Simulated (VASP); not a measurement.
**Li6GeBr2: relaxation of cell and atoms with PBE**

The system is Li6GeBr2.

```
Li Ge Br
1.0
     4.61941    0.00000    0.00000
     0.00000    4.61941    0.00000
     0.00000    0.00000    7.95765
Li Ge Br
6 1 2
Direct
  0.50000 0.50000 0.50000
  0.00000 0.50000 0.20424
  0.50000 0.00000 0.20424
  0.00000 0.50000 0.79576
  0.50000 0.00000 0.79576
  0.00000 0.00000 0.50000
  0.50000 0.50000 0.00000
  0.00000 0.00000 0.18557
  0.00000 0.00000 0.81443
```

The cell was built from a structure type or drawn by symmetry, and may not be a known phase.

```yaml
Program: VASP 6.6.1
Task: relaxation of cell and atoms
Functional: PBE
Potentials_or_basis: VASP PAW PBE potentials, release 64 (Li_sv, Ge_d, Br)
Cutoff: 600 eV
k_mesh: 4 × 4 × 2
Occupations: gaussian, width 0.1 eV
Spin: no spin polarisation
Dipole_correction: no
Further_INCAR_settings: ALGO = Normal; EDIFF = 1e-06; IBRION = 2; EDIFFG = -0.04; NSW = 90; ISIF = 3
```

- Relaxed volume: 22.81 Å³/atom
- Relaxed cell: a = 4.410 Å, b = 4.410 Å, c = 10.553 Å, α = 90.00°, β = 90.00°, γ = 90.00°
- Space group after relaxing (to 0.1 Å): P4/mmm (No. 123)
- Energy gained by relaxing: 221.8 meV/atom
- Ionic steps: 30
- Pressure after relaxing: 0.1 GPa
- Largest force after relaxing: 0.036 eV/Å
- Band gap on the k mesh: zero (bands 23 and 24 overlap by 0.66 eV)

Forces on the atoms (eV/Å):
```
Li   0.000  0.000  0.000
Li   0.000  0.000  0.036
Li   0.000  0.000  0.036
Li   0.000  0.000 -0.036
Li   0.000  0.000 -0.036
Li   0.000  0.000  0.000
Ge   0.000  0.000  0.000
Br   0.000  0.000  0.009
Br   0.000  0.000 -0.009
```

The path:
| step | energy change (eV) | largest force (eV/Å) | pressure (GPa) | volume (Å³) |
| --- | --- | --- | --- | --- |
| 1 | 0.0000 | 1.3953 | 5.81 | 169.81 |
| 2 | -0.6655 | 0.9192 | 2.33 | 187.13 |
| 3 | -0.9722 | 0.5858 | -0.07 | 207.42 |
| 4 | -0.9989 | 0.4992 | -0.66 | 214.74 |
| 5 | -1.0001 | 0.4817 | -0.79 | 216.37 |
| 6 | -1.0944 | 0.4115 | -0.51 | 214.13 |
| 7 | -1.1609 | 0.4116 | 0.33 | 209.43 |
| 8 | -1.1654 | 0.3897 | 0.10 | 210.52 |
| 9 | -1.2420 | 0.3465 | 0.20 | 210.05 |
| 10 | -1.4056 | 0.1257 | 0.55 | 208.61 |
| 11 | -1.1854 | 0.7671 | 1.50 | 205.57 |
| 12 | -1.4312 | 0.0278 | 0.70 | 208.02 |
| 13 | -1.4947 | 0.3375 | -0.12 | 217.33 |
| 14 | -1.4953 | 0.3739 | -0.22 | 218.55 |
| 15 | -1.5405 | 0.2977 | -0.19 | 219.93 |
| 16 | -1.6605 | 0.0958 | -0.21 | 223.35 |
| 17 | -1.7020 | 0.7693 | -0.90 | 227.06 |
| 18 | -1.7435 | 0.2427 | -0.43 | 225.31 |
| 19 | -1.7564 | 0.5185 | -0.66 | 226.36 |
| 20 | -1.7595 | 0.4426 | -0.61 | 226.12 |
| 21 | -1.7746 | 0.4557 | -0.69 | 226.06 |
| 22 | -1.7987 | 0.5109 | -0.94 | 225.71 |
| 23 | -1.8240 | 0.4730 | -0.89 | 224.33 |
| 24 | -1.8917 | 0.3579 | -0.78 | 220.20 |
| 25 | -1.9774 | 0.1412 | -0.46 | 211.97 |
| 26 | -1.9012 | 0.4069 | 0.69 | 195.64 |
| 27 | -1.9902 | 0.0802 | -0.22 | 207.45 |
| 28 | -1.9934 | 0.0706 | -0.08 | 206.39 |
| 29 | -1.9952 | 0.0571 | 0.14 | 204.88 |
| 30 | -1.9964 | 0.0362 | 0.09 | 205.25 |

Final structure:
```yaml
crystal:
  lattice:
    - [4.41019, 0.00000, 0.00000]
    - [0.00000, 4.41019, 0.00000]
    - [0.00000, 0.00000, 10.55294]
  atoms:
    - { symbol: Li, position: [0.50000, 0.50000, 0.50000] }
    - { symbol: Li, position: [0.00000, 0.50000, 0.14008] }
    - { symbol: Li, position: [0.50000, 0.00000, 0.14008] }
    - { symbol: Li, position: [0.00000, 0.50000, 0.85992] }
    - { symbol: Li, position: [0.50000, 0.00000, 0.85992] }
    - { symbol: Li, position: [0.00000, 0.00000, 0.50000] }
    - { symbol: Ge, position: [0.50000, 0.50000, 0.00000] }
    - { symbol: Br, position: [0.00000, 0.00000, 0.27541] }
    - { symbol: Br, position: [0.00000, 0.00000, 0.72459] }
```

Levels at points of the mesh, in eV from the Fermi level:
```
           k point  band 21  band 22  band 23  band 24  band 25  band 26
(0.00, 0.00, 0.00)    -0.83    -0.58     0.46     0.46     2.07     2.35
(0.50, 0.00, 0.00)    -1.51    -0.22     0.03     0.76     0.83     3.24
(0.50, 0.50, 0.00)    -0.99    -0.99    -0.89     0.64     0.64     1.24
(0.00, 0.00, 0.50)    -1.31     0.36     0.49     0.49     1.03     2.94
(0.50, 0.00, 0.50)    -1.43    -0.45     0.26     0.59     0.83     3.13
(0.50, 0.50, 0.50)    -0.96    -0.96    -0.91     0.58     0.58     1.78
```

Run time: 26 min on 1 thread of Intel(R) Xeon(R) Platinum 8259CL CPU @ 2.50GHz (Skylake/Cascade Lake), on a shared host, peak memory 0.35 GiB.

Caveat: the k points lie up to 0.36 Å⁻¹ apart in the final cell, too coarse for converged energies and pressures of a metal; the cutoff is under 1.25 times the usual one of these potentials, so pressure, stress and relaxed cells hold a basis-set (Pulay) error; the volume moved by over 15 % at a fixed basis, so the end points are rough.
